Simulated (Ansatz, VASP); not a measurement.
# KBr: VASP beside Ansatz

File INCAR:

```
SYSTEM = KBr
PREC = Accurate
ENCUT = 520
EDIFF = 1E-8
ISMEAR = -1
SIGMA = 0.01
LREAL = .False.
LASPH = .True.
NELM = 60
ALGO = Normal
ISIF = 2
LWAVE = .False.
LCHARG = .False.
GGA = PE
LEFG = .True.
NBANDS = 15
```

File KPOINTS:

```
Automatic mesh
0
Gamma
  6 6 6
  0 0 0
```

POSCAR

```
KBr
1.0
    0.0000000000      3.2925000000      3.2925000000
    3.2925000000      0.0000000000      3.2925000000
    3.2925000000      3.2925000000      0.0000000000
K Br
1 1
Direct
    0.0000000000      0.0000000000      0.0000000000
    0.5000000000      0.5000000000      0.5000000000
```

Input for Ansatz:

```yaml
crystal:
  lattice:
    - [0.0, 3.2925, 3.2925]
    - [3.2925, 0.0, 3.2925]
    - [3.2925, 3.2925, 0.0]
  atoms:
    - { symbol: K, position: [0.0, 0.0, 0.0] }
    - { symbol: Br, position: [0.5, 0.5, 0.5] }
kpoints:
  mp_grid: { grid: [6, 6, 6] }
  band_path:
    path:
      - [0.0, 0.0, 0.0]
      - [0.5, 0.0, 0.5]
      - [0.625, 0.25, 0.625]
      - [0.375, 0.375, 0.75]
      - [0.0, 0.0, 0.0]
      - [0.5, 0.5, 0.5]
      - [0.5, 0.25, 0.75]
      - [0.5, 0.0, 0.5]
    npoints: 8
scf:
  occupations: { method: fermi_dirac, width: 0.01 }
hamiltonian:
  xc: pbe
  pseudopotentials: { kind: paw }
output:
  forces: true
  stress: true
  eigenvalues: true
  efg: { contact_densities: true }
  populations: true
  bader: true
  dos: { projected: true, de: 0.2, e_range: [-14, 8] }
```

Alike in both runs: task electric field gradients; functional PBE; k mesh 6 × 6 × 6; occupations fermi-dirac, width 0.01 eV; no spin polarisation.

|  | VASP | Ansatz |
| --- | --- | --- |
| version | VASP 6.6.1 | Ansatz 0.2.0 |
| potentials or method | VASP PAW PBE potentials, release 64 (K_sv, Br) | PAW with Ansatz's default frozen-core files, scalar-relativistic |
| plane-wave cutoff (eV) | 520 | 420 |
| valence electrons in the cell | 16 | 16 |

```csv
,VASP,Ansatz,Ansatz less VASP
gap on the k mesh at the Fermi level (eV),4.45,4.45,+0.002
pressure (GPa),0.9,0.8,-0.04
```

The functional is the same, so the differences come from potentials, cutoffs and numerics.
